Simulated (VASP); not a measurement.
The system is CuAu.

```
Au Cu
1.0
     1.47136    0.84949    4.33965
    -1.47136    0.84949    4.33965
     0.00000   -1.69898    4.33965
Au Cu
1 1
Cartesian
  0.0000 0.0000 0.0000
  0.0000 0.0000 6.5095
```

Base run:

| Quantity | Value |
| --- | --- |
| Program | VASP 6.6.1 |
| Functional | r2SCAN |
| Potentials or basis | VASP PAW PBE potentials, release 64 (Au, Cu) |
| Cutoff | 520 eV |
| k mesh | 11 × 11 × 11 |
| Occupations | fermi-dirac, width 0.05 eV |
| Spin | no spin polarisation |

Its results: band gap on the k mesh zero (band 11 reaches 9.30 eV, above the bottom of band 12 at 5.01 eV); pressure -10.8 GPa.

Question: After a change of settings the same cell gave: band gap on the k mesh zero (band 11 reaches 9.30 eV, above the bottom of band 12 at 5.25 eV); pressure -6.9 GPa. Which change was it?
A. functional from r2SCAN to LDA; potentials or basis from VASP PAW PBE potentials, release 64 (Au, Cu) to VASP PAW LDA potentials, release 64 (Au, Cu)
B. functional from r2SCAN to PBEsol; further incar settings from ALGO = Normal; EDIFF = 1e-06; NBANDS = 18 to ALGO = Normal; EDIFF = 1e-07; NBANDS = 18
C. functional from r2SCAN to PBE

Answer: C.

Caveats: spin-orbit coupling is left out, which moves the levels of the heavy elements; the PAW data sets were made with another functional, which shifts forces and pressure a little (some runs).
